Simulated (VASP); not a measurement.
## Sm: single point with PBE

The system is Sm.

```
Sm
1.0
    -2.02279    2.02279    2.02279
     2.02279   -2.02279    2.02279
     2.02279    2.02279   -2.02279
Sm
1
Direct
  0.00000 0.00000 0.00000
```

- Program: VASP 6.6.1
- Task: single point
- Functional: PBE
- Potentials or basis: VASP PAW PBE potentials, release 64 (Sm)
- Cutoff: 520 eV
- k mesh: 14 × 14 × 14
- Occupations: gaussian, width 0.05 eV
- Spin: collinear spin, ferromagnetic start
- Starting moments: [5.0] μB

| Item | Value |
| --- | --- |
| Pressure | 3.1 GPa |
| Net moment | 6.39 μB per cell |
| Site moments | Sm +5.65 μB |
| Valence electrons inside the program's atomic spheres | Sm 13.67 |

Levels at points of the mesh, in eV from the Fermi level:
Spin up:
```tsv
k point	band 7	band 8	band 9	band 10	band 11	band 12	band 13	band 14	band 15	band 16
(0.00, 0.00, 0.00)	-0.26	-0.26	-0.26	-0.20	-0.20	-0.20	1.89	1.89	1.89	4.15
(0.50, 0.00, 0.00)	-0.41	-0.41	-0.20	-0.06	0.00	0.03	0.09	2.01	4.20	5.04
(0.50, 0.50, 0.50)	-0.65	-0.40	-0.40	-0.40	0.12	0.12	0.12	6.56	6.56	6.56
```
Spin down:
| k point | band 2 | band 3 | band 4 | band 5 | band 6 | band 7 | band 8 | band 9 |
| --- | --- | --- | --- | --- | --- | --- | --- | --- |
| (0.00, 0.00, 0.00) | -17.05 | -17.05 | -17.05 | -3.36 | 3.04 | 3.04 | 3.04 | 3.17 |
| (0.50, 0.00, 0.00) | -18.25 | -17.42 | -17.07 | -1.03 | 1.18 | 2.75 | 3.21 | 3.69 |
| (0.50, 0.50, 0.50) | -17.86 | -17.86 | -17.86 | -0.81 | -0.81 | 3.59 | 3.66 | 3.66 |

Run time: 2.6 min on 1 thread of AMD EPYC 7R13 Processor (Zen 3), with other jobs on the host, peak memory 0.23 GiB.

Caveat: the magnetic or orbital state may not be the lowest; spin-orbit coupling is left out, which moves the levels of the heavy elements. The state reached can hang on the start; a lower one may exist.
